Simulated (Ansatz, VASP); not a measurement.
# One calculation of ZnO, two programs

```
Zn O
1.0
     3.16931    0.00000    0.00000
    -1.58465    2.74470    0.00000
     0.00000    0.00000    5.10454
Zn O
2 2
Direct
  0.33333 0.66667 0.49966
  0.66667 0.33333 0.99966
  0.66667 0.33333 0.37935
  0.33333 0.66667 0.87935
```

Alike in both runs: task single point; functional r2SCAN; k mesh 9 × 9 × 4; no spin polarisation.

```csv
,VASP,Ansatz
version,VASP 6.6.1,Ansatz 0.2.0
potentials or method,"VASP PAW PBE potentials, release 64 (Zn, O)","plane waves, PAW"
plane-wave cutoff (eV),660,500
occupations,"gaussian, width 0.01 eV",fixed
valence electrons in the cell,36,36
```

VASP gave:

```
gap on the k mesh at the Fermi level (eV)                     : 1.33
pressure (GPa)                                                : 11.7
traceless stress, the component that is largest in VASP (GPa) : -0.07
rms of the force components (eV/Å)                            : 0.007
```

**Question.** Which values does Ansatz return?

**Answer.** gap on the k mesh at the Fermi level (eV): 1.33; pressure (GPa): 10.6; traceless stress, the component that is largest in VASP (GPa): -0.08; rms of the force components (eV/Å): 0.002.

VASP's potentials were made for PBE, not for r2SCAN. Atom by atom the forces differ by 0.006 eV/Å (rms over components).
